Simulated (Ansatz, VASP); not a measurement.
One calculation of WS2, two programs

```
W S
1.0
     1.57380    0.90864    6.37046
    -1.57380    0.90864    6.37046
     0.00000   -1.81727    6.37046
W S
1 2
Direct
  0.01174 0.99548 0.97754
  0.74176 0.74989 0.75886
  0.57780 0.58593 0.59490
```

Change from the starting cell: atom 1 moved 0.15 Å.

Alike in both runs: task single point; functional PBEsol; k mesh 12 × 12 × 12; occupations gaussian, width 0.05 eV; no spin polarisation.

```csv
,VASP,Ansatz
version,VASP 6.6.1,Ansatz 0.2.0
potentials or method,"VASP PAW PBE potentials, release 64 (W_sv, S), cutoff 520 eV","scalar-relativistic, plane waves, PAW"
valence electrons in the cell,26,26
```

VASP gave:

```
gap on the k mesh at the Fermi level (eV)                     : 0.79
least direct gap on the mesh (eV)                             : 1.74
pressure (GPa)                                                : 2.1
traceless stress, the component that is largest in VASP (GPa) : 1.92
rms of the force components (eV/Å)                            : 1.874
```

**Question.** Estimate Ansatz's values.

**Answer.** gap on the k mesh at the Fermi level (eV): 0.77; least direct gap on the mesh (eV): 1.72; pressure (GPa): 2.0; traceless stress, the component that is largest in VASP (GPa): 1.93; rms of the force components (eV/Å): 1.869.

VASP's potentials were made for PBE, not for PBEsol. Atom by atom the forces differ by 0.011 eV/Å (rms over components).

Spin-orbit coupling is off throughout.
